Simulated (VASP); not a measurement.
# TiO2 in VASP: notebook

Aim: see how the results for TiO2 move with the level of theory and the settings. Levels: r2SCAN, r2SCAN+D4, r2SCAN+D3(BJ). Tasks: single point.

Everything below comes from runs of VASP 6.6.1. Logs are shortened: lines on timing, memory, paths and dates and some standing lists are left out, and cuts for length are marked.

## Step 1: The cell of the first run

Symmetry: C2/c, No. 15, monoclinic system. Conventional cell: a = 5.412 Å, b = 5.413 Å, c = 5.472 Å, α = 90.00°, β = 118.77°, γ = 90.00°. Ti (site symmetry 2) has 6 O at 1.93 to 2.00 Å within 2.6 Å. Within 2.6 Å of O (site symmetry 1) lie 3 Ti at 1.93 to 2.00 Å and 2 O at 2.50 Å.

## Step 2: Single point, r2SCAN

POSCAR

```
TiO2
1.0
    2.7060340000     -2.7066550000      0.0000000000
    2.7060340000      2.7066550000      0.0000000000
   -2.6335310000      0.0000000000      4.7966370000
Ti O
2 4
Direct
    0.1341100000      0.8658900000      0.2500000000
    0.8658900000      0.1341100000      0.7500000000
    0.3312210000      0.0887550000      0.6671490000
    0.6687790000      0.9112450000      0.3328510000
    0.9112450000      0.6687790000      0.8328510000
    0.0887550000      0.3312210000      0.1671490000
```

INCAR.step1

```
PREC = Accurate
ENCUT = 910
ISMEAR = 0
SIGMA = 0.02
LREAL = F
LASPH = T
NELM = 120
NBANDS = 33
GGA = PE
ALGO = Normal
EDIFF = 1E-5
LWAVE = T
LCHARG = F
GGA_COMPAT = F
```

INCAR.step2

```
PREC = Accurate
ENCUT = 910
EDIFF = 1E-6
ISMEAR = 0
SIGMA = 0.02
LREAL = F
LASPH = T
NELM = 120
ALGO = Normal
ISIF = 2
LWAVE = F
LCHARG = T
METAGGA = R2SCAN
LMIXTAU = T
LELF = T
LVHAR = T
NBANDS = 33
ISTART = 1
GGA_COMPAT = F
```

KPOINTS

```
regular mesh
0
Gamma
  4 4 2
```

Potentials or basis: VASP PAW PBE potentials, release 64 (Ti_sv, O_h).

Command:

```console
$ cat potpaw_PBE.64/Ti_sv/POTCAR potpaw_PBE.64/O_h/POTCAR > POTCAR
$ cp INCAR.step1 INCAR
$ mpirun -np 1 vasp_std > vasp.out
$ cp INCAR.step2 INCAR
$ mpirun -np 1 vasp_std > vasp.out
```

OUTCAR:

```text
PREC = Accurate
   ENCUT = 910
   EDIFF = 1E-6
   ISMEAR = 0
   LREAL = F
   LASPH = T
   NELM = 120
   ISIF = 2
   METAGGA = R2SCAN
   ISTART = 1

 ion  position               nearest neighbor table
   1  0.134  0.866  0.250-   4 1.93   6 1.93   6 1.98   4 1.98   3 2.00   5 2.00
   2  0.866  0.134  0.750-   5 1.93   3 1.93   5 1.98   3 1.98   6 2.00   4 2.00
   3  0.331  0.089  0.667-   2 1.93   2 1.98   1 2.00
   4  0.669  0.911  0.333-   1 1.93   1 1.98   2 2.00
   5  0.911  0.669  0.833-   2 1.93   2 1.98   1 2.00
   6  0.089  0.331  0.167-   1 1.93   1 1.98   2 2.00

  LATTYP: Found a base centered monoclinic cell.
 ALAT       =     5.4120680000
 B/A-ratio  =     1.0002294871
 C/A-ratio  =     1.0110809974
 COS(beta)  =    -0.4812705001

  Lattice vectors:

 A1 = (   2.7060340000,  -2.7066550000,   0.0000000000)
 A2 = (   2.7060340000,   2.7066550000,   0.0000000000)
 A3 = (  -2.6335310000,   0.0000000000,   4.7966370000)

Analysis of symmetry for initial positions (statically):
=====================================================================
 Subroutine PRICEL returns:
 Original cell was already a primitive cell.

 Routine SETGRP: Setting up the symmetry group for a
 base centered monoclinic supercell.

 Subroutine GETGRP returns: Found  4 space group operations
 (whereof  2 operations were pure point group operations)
 out of a pool of  4 trial point group operations.

The static configuration has the point symmetry S_2 .
 The point group associated with its full space group is C_2h.

Analysis of symmetry for dynamics (positions and initial velocities):
=====================================================================
 Subroutine PRICEL returns:
 Original cell was already a primitive cell.

 Routine SETGRP: Setting up the symmetry group for a
 base centered monoclinic supercell.

 Subroutine GETGRP returns: Found  4 space group operations
 (whereof  2 operations were pure point group operations)
 out of a pool of  4 trial point group operations.

The dynamic configuration has the point symmetry S_2 .
 The point group associated with its full space group is C_2h.

 Subroutine INISYM returns: Found  4 space group operations
 (whereof  2 operations are pure point group operations),
 and found     1 'primitive' translations

[... 85 lines left out ...]
   ISPIN  =      1    spin polarized calculation?
   LNONCOLLINEAR =      F non collinear calculations
   LSORBIT =      F    spin-orbit coupling
   LASPH  =      T    aspherical Exc in radial PAW
   ENCUT  =  910.0 eV  66.88 Ry    8.18 a.u.   9.41  9.41 13.46*2*pi/ulx,y,z
   NELM   =    120;   NELMIN=  2; NELMDL=  0     # of ELM steps
   EDIFF  = 0.1E-05   stopping-criterion for ELM
   LREAL  =      F    real-space projection
[... 7 lines left out ...]
   TEBEG  =    0.0;   TEEND  =   0.0 temperature during run
   PSTRESS=    0.0 pullay stress
   NELECT =      48.0000    total number of electrons
   NUPDOWN=      -1.0000    fix difference up-down
   EMIN   =  10.00;   EMAX   =-10.00  energy-range for DOS
   EFERMI =   0.00;   METHOD = LEGACY
   ISMEAR =     0;   SIGMA  =   0.02  broadening in eV -4-tet -1-fermi 0-gaus
   EFERMI_NEDOS =   21; number of points for ismear=-14 and -15
   IALGO  =     38    algorithm
   IMIX   =      4    mixing-type and parameters
     AMIX     =   0.40;   BMIX     =  1.00
     AMIX_MAG =   1.60;   BMIX_MAG =  1.00
  volume/ion in A,a.u.               =      11.71        79.03
  Fermi-wavevector in a.u.,A,eV,Ry     =   1.441820  2.724644 28.284385  2.078844
  Thomas-Fermi vector in A             =   2.560409
   LORBIT       =      0    0 simple, 1 ext, 2 COOP (PROOUT), +10 PAW based schemes
   METAGGA = R2SCAN    functional components
   LHFCALC =     F    Hartree Fock is set to
   AEXX    =    0.0000 exact exchange contribution
   IVDW    =     0    specifies the selected vdW correction
   LEPSILON=     F    determine dielectric tensor
   LRPA    =     F    only Hartree local field effects (RPA)
 non-spin polarized calculation
 Gauss-broadening in eV      SIGMA  =   0.02
  energy-cutoff  :      910.00
  volume of cell :       70.26
 maximum number of plane-waves:      4397
 NGX is ok and might be reduce to    40
   NGX = 19   NGY = 19   NGZ = 27

 number of electron      48.0000003 magnetization

 Free energy of the ion-electron system (eV)
  ---------------------------------------------------
  ext. energy  EPLUGINS =         0.00000000
  ---------------------------------------------------
  free energy    TOTEN  =       -69.86602103 eV

  energy without entropy =      -69.86602103  energy(sigma->0) =      -69.86602103

 E-fermi :   3.3226     XC(G=0): -11.3066

 val. band max:        3.1942517411   @ k =   0.5000   0.5000   0.0000
 cond. band min:       5.6629433870   @ k =   0.0000   0.0000   0.0000
 fundamental gap:      2.4686916459
 Fermi energy:         3.3226452017

 k-point     1 :       0.0000    0.0000    0.0000
  band No.  band energies     occupation
      1     -55.5167      2.00000
      2     -55.4633      2.00000
      3     -30.8919      2.00000
      4     -30.6693      2.00000
      5     -30.6688      2.00000
      6     -30.6083      2.00000
[... 493 lines left out ...]
     32       9.8640      0.00000
     33      10.8310      0.00000

------------------------ aborting loop because EDIFF is reached ----------------------------------------

  FORCE on cell =-STRESS in cart. coord.  units (eV):
  Direction    XX          YY          ZZ          XY          YZ          ZX
  --------------------------------------------------------------------------------------
  -------------------------------------------------------------------------------------
  Total       -2.4108228     -2.4336882     -2.4164049      0.0000000      0.0000000     -0.1362429
  in kB      -54.9721692    -55.4935508    -55.0994540      0.0000000      0.0000000     -3.1066437
  external PRESSURE =     -55.1883913 kB  Pullay stress =       0.0000000 kB

 VOLUME and BASIS-vectors are now :
 -----------------------------------------------------------------------------
  energy-cutoff  :      910.00
  volume of cell :       70.26
      direct lattice vectors                 reciprocal lattice vectors
     2.706034000 -2.706655000  0.000000000     0.184772253 -0.184729860  0.101446796
     2.706034000  2.706655000  0.000000000     0.184772253  0.184729860  0.101446796
    -2.633531000  0.000000000  4.796637000     0.000000000  0.000000000  0.208479399

 POSITION                                       TOTAL-FORCE (eV/Angst)
 -----------------------------------------------------------------------------------
      2.04765      1.98068      1.19916         0.000000      0.069879     -0.000000
      0.73089     -1.98068      3.59748        -0.000000     -0.069879     -0.000000
     -0.62049     -0.65627      3.20007         0.007318     -0.044437     -0.186492
      3.39903      0.65627      1.59657        -0.007318      0.044437      0.186492
      2.08226     -0.65627      3.99488        -0.007318     -0.044437      0.186492
      0.69628      0.65627      0.80175         0.007318      0.044437     -0.186492
 -----------------------------------------------------------------------------------
    total drift:                                0.000000     -0.000000     -0.000000

  FREE ENERGIE OF THE ION-ELECTRON SYSTEM (eV)
  ---------------------------------------------------
  free  energy   TOTEN  =       -69.8660210306 eV

  energy  without entropy=      -69.8660210306  energy(sigma->0) =      -69.86602103
```

OUTCAR.step1:

```text
PREC = Accurate
   ENCUT = 910
   ISMEAR = 0
   LREAL = F
[... 733 lines left out ...]
     -0.62049     -0.65627      3.20007         0.013496     -0.042509     -0.095650
      3.39903      0.65627      1.59657        -0.013496      0.042509      0.095650
      2.08226     -0.65627      3.99488        -0.013496     -0.042509      0.095650
      0.69628      0.65627      0.80175         0.013496      0.042509     -0.095650
 -----------------------------------------------------------------------------------
    total drift:                                0.000000     -0.000000     -0.000000

  FREE ENERGIE OF THE ION-ELECTRON SYSTEM (eV)
  ---------------------------------------------------
  free  energy   TOTEN  =       -53.8786211454 eV

  energy  without entropy=      -53.8786211454  energy(sigma->0) =      -53.87862115
```

OSZICAR.step1:

```text
N       E                     dE             d eps       ncg     rms          rms(c)
DAV:   1     0.855163521109E+03    0.85516E+03   -0.33517E+04   924   0.250E+03
DAV:   2     0.117124961414E+03   -0.73804E+03   -0.68406E+03  1021   0.636E+02
DAV:   3    -0.587965838089E+02   -0.17592E+03   -0.16621E+03  1459   0.242E+02
DAV:   4    -0.706853078472E+02   -0.11889E+02   -0.11813E+02  1367   0.685E+01
DAV:   5    -0.712694073589E+02   -0.58410E+00   -0.58378E+00  1326   0.128E+01    0.315E+01
DAV:   6    -0.540386414689E+02    0.17231E+02   -0.78599E+01  1388   0.873E+01    0.118E+01
DAV:   7    -0.541413579019E+02   -0.10272E+00   -0.16187E+01  1272   0.323E+01    0.895E+00
DAV:   8    -0.539818772858E+02    0.15948E+00   -0.76653E-01  1212   0.690E+00    0.636E+00
DAV:   9    -0.539577506312E+02    0.24127E-01   -0.89829E-01  1352   0.110E+01    0.279E+00
DAV:  10    -0.538951671507E+02    0.62583E-01   -0.58379E-01  1334   0.748E+00    0.109E+00
DAV:  11    -0.538813121291E+02    0.13855E-01   -0.55718E-02  1478   0.187E+00    0.651E-01
DAV:  12    -0.538788548460E+02    0.24573E-02   -0.18290E-02  1338   0.102E+00    0.175E-01
DAV:  13    -0.538786377502E+02    0.21710E-03   -0.11024E-03  1380   0.277E-01    0.594E-02
DAV:  14    -0.538786696932E+02   -0.31943E-04   -0.16288E-04  1292   0.971E-02    0.692E-02
DAV:  15    -0.538786203938E+02    0.49299E-04   -0.24457E-04  1348   0.128E-01    0.109E-02
DAV:  16    -0.538786211454E+02   -0.75159E-06   -0.22398E-05   943   0.366E-02
   1 F= -.53878621E+02 E0= -.53878621E+02  d E =-.149563E-32
```

Run time: 3.7 min. Hardware: 1 thread of Intel Xeon 6975P-C (Granite Rapids), shared host; peak memory 0.34 GiB.

What came out:

```yaml
Free_energy: -69.8660 eV
Pressure: -5.5 GPa
Largest_force: 0.192 eV/Å
Band_gap_on_the_k_mesh: 2.47 eV (least direct gap 2.92 eV)
```

Forces on the atoms (eV/Å):
```
Ti   0.000  0.070  0.000
Ti   0.000 -0.070  0.000
O    0.007 -0.044 -0.186
O   -0.007  0.044  0.186
O   -0.007 -0.044  0.186
O    0.007  0.044 -0.186
```

Caveat: the k points lie up to 0.64 Å⁻¹ apart; the cutoff is under 1.25 times the usual one of these potentials, so pressure, stress and relaxed cells hold a basis-set (Pulay) error; the PAW data sets were made with another functional, which shifts forces and pressure a little.

## Step 3: Single point, r2SCAN+D4

This run uses another cell than the first one, of 11.32 Å³/atom.

POSCAR

```
TiO2
1.0
    2.6665079361     -2.6665858463     -0.0200971206
    2.6665079361      2.6665858463     -0.0200971206
   -2.6306875315      0.0000000000      4.7967982586
Ti O
2 4
Direct
    0.1249924872      0.8750075128      0.2500000000
    0.8750075128      0.1249924872      0.7500000000
    0.3325720613      0.0825473980      0.6651329587
    0.6674279387      0.9174526020      0.3348670413
    0.9174526020      0.6674279387      0.8348670413
    0.0825473980      0.3325720613      0.1651329587
```

INCAR.step1

```
ALGO = Normal ; EDIFF = 1E-4
ENCUT = 520 ; GGA = PE
ISMEAR = 0 ; LASPH = T
LCHARG = F ; LREAL = F
LWAVE = T ; NBANDS = 33
NELM = 100 ; PREC = Accurate
SIGMA = 0.02
```

INCAR.step2

```
ALGO = Normal ; EDIFF = 1E-6
ENCUT = 520 ; ISIF = 2
ISMEAR = 0 ; ISTART = 1
IVDW = 13 ; LASPH = T
LCHARG = T ; LELF = T
LMIXTAU = T ; LREAL = F
LVHAR = T ; LWAVE = F
METAGGA = R2SCAN ; NBANDS = 33
NELM = 100 ; PREC = Accurate
SIGMA = 0.02 ; VDW_A1 = 0.51559235
VDW_A2 = 5.77342911 ; VDW_S6 = 1.0
VDW_S8 = 0.6018749
```

KPOINTS

```
k-points
0
Gamma
  8 8 6
```

Potentials or basis: VASP PAW PBE potentials, release 64 (Ti_sv, O).

Command:

```console
$ cat potpaw_PBE.64/Ti_sv/POTCAR potpaw_PBE.64/O/POTCAR > POTCAR
$ cp INCAR.step1 INCAR
$ mpirun -np 1 vasp_std > vasp.out
$ cp INCAR.step2 INCAR
$ mpirun -np 1 vasp_std > vasp.out
```

OUTCAR:

```text
EDIFF = 1E-6
   ENCUT = 520
   ISIF = 2
   ISMEAR = 0
   ISTART = 1
   IVDW = 13
   LASPH = T
   LREAL = F
   METAGGA = R2SCAN
   NELM = 100
   PREC = Accurate

 ion  position               nearest neighbor table
   1  0.125  0.875  0.250-   4 1.93   6 1.93   6 1.93   4 1.93   3 1.98   5 1.98
   2  0.875  0.125  0.750-   5 1.93   3 1.93   5 1.93   3 1.93   6 1.98   4 1.98
   3  0.333  0.083  0.665-   2 1.93   2 1.93   1 1.98
   4  0.667  0.917  0.335-   1 1.93   1 1.93   2 1.98
   5  0.917  0.667  0.835-   2 1.93   2 1.93   1 1.98
   6  0.083  0.333  0.165-   1 1.93   1 1.93   2 1.98

  Warning from LATTYP: Got some problem with cell dimensions!
  Tried to take original basis but could not verify dimensions!
  LATTYP: Found a base centered monoclinic cell.
 ALAT       =     5.3331673394
 B/A-ratio  =     1.0000008162
 C/A-ratio  =     1.0257762103
 COS(beta)  =    -0.4874026750

  Lattice vectors:

 A1 = (  -2.6665079361,   2.6665858463,   0.0200971206)
 A2 = (  -2.6665079361,  -2.6665858463,   0.0200971206)
 A3 = (   2.7023283407,   0.0000000000,   4.7566040174)

[... 187 lines left out ...]
 cond. band min:       5.6400565463   @ k =   0.0000   0.0000   0.0000
 fundamental gap:      2.5989375140
 Fermi energy:         3.2285547142

 k-point     1 :       0.0000    0.0000    0.0000
  band No.  band energies     occupation
      1     -55.4827      2.00000
      2     -55.4216      2.00000
      3     -30.9094      2.00000
      4     -30.6563      2.00000
      5     -30.6562      2.00000
      6     -30.5851      2.00000
[... 853 lines left out ...]
     32       9.4249      0.00000
     33       9.5806      0.00000

 [... further k-points ...]

------------------------ aborting loop because EDIFF is reached ----------------------------------------

  DFT-D4 for vdW energy calculation

  Edisp (eV):   -0.45915

  FORCE on cell =-STRESS in cart. coord.  units (eV):
  Direction    XX          YY          ZZ          XY          YZ          ZX
  --------------------------------------------------------------------------------------
  -------------------------------------------------------------------------------------
  Total       0.56936     0.56885     0.47474     0.00000     0.00000    -0.00025
  in kB      13.42809    13.41603    11.19658     0.00000     0.00000    -0.00596
  external pressure =       12.68 kB  Pullay stress =        0.00 kB

 VOLUME and BASIS-vectors are now :
 -----------------------------------------------------------------------------
  energy-cutoff  :      520.00
  volume of cell :       67.93
      direct lattice vectors                 reciprocal lattice vectors
     2.666507936 -2.666585846 -0.020097121     0.188289439 -0.187505683  0.103262771
     2.666507936  2.666585846 -0.020097121     0.188289439  0.187505683  0.103262771
    -2.630687532  0.000000000  4.796798259     0.001577751  0.000000000  0.209337670

 POSITION                                       TOTAL-FORCE (eV/Angst)
 -----------------------------------------------------------------------------------
      2.00884      1.99998      1.17910         0.000000     -0.001172      0.000000
      0.69349     -1.99998      3.57750         0.000000      0.001172      0.000000
     -0.64284     -0.66671      3.18217        -0.000356      0.000576      0.025727
      3.34517      0.66671      1.57444         0.000356     -0.000576     -0.025727
      2.02982     -0.66671      3.97284         0.000356      0.000576     -0.025727
      0.67251      0.66671      0.78377        -0.000356     -0.000576      0.025727
 -----------------------------------------------------------------------------------
    total drift:                                0.000000      0.000000     -0.000000

  FREE ENERGIE OF THE ION-ELECTRON SYSTEM (eV)
  ---------------------------------------------------
  free  energy   TOTEN  =       -70.3115082541 eV

  energy  without entropy=      -70.3115082541  energy(sigma->0) =      -70.31150825
```

OSZICAR.step1:

```text
N       E                     dE             d eps       ncg     rms          rms(c)
DAV:   1     0.668072255903E+03    0.66807E+03   -0.24526E+04  7532   0.171E+03
DAV:   2     0.318016311559E+02   -0.63627E+03   -0.58970E+03  8273   0.517E+02
DAV:   3    -0.646817305519E+02   -0.96483E+02   -0.94888E+02 10168   0.191E+02
DAV:   4    -0.707244795127E+02   -0.60427E+01   -0.60310E+01 11659   0.449E+01
DAV:   5    -0.709895508192E+02   -0.26507E+00   -0.26505E+00  9493   0.688E+00    0.324E+01
DAV:   6    -0.538947097157E+02    0.17095E+02   -0.78009E+01 10583   0.891E+01    0.108E+01
DAV:   7    -0.540186881248E+02   -0.12398E+00   -0.14633E+01  9931   0.321E+01    0.956E+00
DAV:   8    -0.538681790433E+02    0.15051E+00   -0.52014E-01  9919   0.632E+00    0.661E+00
DAV:   9    -0.538677385794E+02    0.44046E-03   -0.75136E-01 10503   0.980E+00    0.221E+00
DAV:  10    -0.538276219974E+02    0.40117E-01   -0.32446E-01 10379   0.575E+00    0.907E-01
DAV:  11    -0.538180354764E+02    0.95865E-02   -0.41243E-02  9820   0.138E+00    0.447E-01
DAV:  12    -0.538176501298E+02    0.38535E-03   -0.63871E-03  9259   0.964E-01    0.148E-01
DAV:  13    -0.538173326345E+02    0.31750E-03   -0.98531E-04 10205   0.355E-01    0.245E-02
DAV:  14    -0.538173234291E+02    0.92053E-05   -0.95567E-05  5934   0.105E-01
   1 F= -.53817323E+02 E0= -.53817323E+02  d E =-.126131E-15
```

Wall time 8.3 min (1 thread of AMD EPYC 9R45 (Zen 5), shared host); peak memory 0.29 GiB.

What came out:

```yaml
Free_energy: -70.3115 eV
Pressure: 1.3 GPa
Largest_force: 0.026 eV/Å
Band_gap_on_the_k_mesh: 2.60 eV (least direct gap 2.92 eV)
Dispersion_energy_per_atom: -0.077 eV
```

Forces on the atoms (eV/Å):
```
Ti   0.000 -0.001  0.000
Ti   0.000  0.001  0.000
O    0.000  0.001  0.026
O    0.000 -0.001 -0.026
O    0.000  0.001 -0.026
O    0.000 -0.001  0.026
```

Stress tensor (GPa, compression positive):
```
1.34 0.00 0.00
0.00 1.34 0.00
0.00 0.00 1.12
```

Levels at points of the mesh, in eV from the valence-band top:
```
           k point  band 20  band 21  band 22  band 23  band 24  band 25  band 26  band 27  band 28  band 29
(0.00, 0.00, 0.00)    -0.80    -0.76    -0.76    -0.45    -0.45     2.60     3.33     4.52     4.52     4.53
(0.50, 0.00, 0.00)    -1.98    -1.94    -0.94    -0.84    -0.65     3.74     4.02     4.06     4.12     4.79
(0.50, 0.50, 0.00)    -2.71    -2.07    -2.07    -0.01    -0.01     3.81     3.81     4.28     4.28     5.41
(0.00, 0.00, 0.50)    -1.37    -1.27    -1.27    -0.09    -0.09     2.95     2.95     4.28     4.28     4.77
(0.50, 0.00, 0.50)    -1.98    -1.94    -0.94    -0.84    -0.65     3.74     4.02     4.06     4.12     4.79
(0.50, 0.50, 0.50)    -2.71    -2.07    -2.07    -0.01    -0.01     3.81     3.81     4.28     4.28     5.41
```

Caveat: the PAW data sets were made with another functional, which shifts forces and pressure a little. A k mesh can miss the band edges.

[end of part 1 of 2]
